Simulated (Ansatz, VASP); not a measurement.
# Si in VASP and in Ansatz

```xyz
5
Lattice="3.8195 0.0000 0.0000 0.0000 3.8195 0.0000 0.0000 0.0000 21.0645" Properties=species:S:1:pos:R:3 pbc="T T T"
Si    0.0000    1.9098    4.0000
Si    0.0000    0.0000    5.3504
Si    1.9098    0.0000    6.7466
Si    1.9098    1.9098    8.0645
Si    3.3421    3.3421   11.3345
```

Alike in both runs: task single point; functional LDA; k mesh 7 × 7 × 1; occupations gaussian, width 0.05 eV; collinear spin.

|  | VASP | Ansatz |
| --- | --- | --- |
| version | VASP 6.6.1 | Ansatz 0.2.0 |
| potentials or method | VASP PAW LDA potentials, release 64 (Si), cutoff 520 eV | scalar-relativistic, plane waves, PAW |
| valence electrons in the cell | 20 | 20 |

Ansatz gave:

- gap on the k mesh at the Fermi level (eV): none
- rms of the force components (eV/Å): 0.261
- net moment per atom (μB): 0.02
- size of the moment on the site where the two differ most (μB): 0.08

Question: Estimate VASP's values.

Answer: gap on the k mesh at the Fermi level (eV): none; rms of the force components (eV/Å): 0.261; net moment per atom (μB): 0.01; size of the moment on the site where the two differ most (μB): 0.02.

Ansatz warns that its potentials were made for another functional, while VASP's fit it. LDA's correlation is that of Perdew and Zunger in VASP and of Perdew and Wang (1992) in Ansatz. Site moments also hang on the region over which each program counts them. Atom by atom the forces differ by 0.001 eV/Å (rms over components). A gap of «none» marks a metal or a gap that the smearing closes. Ansatz's warnings: seeded moment not kept.
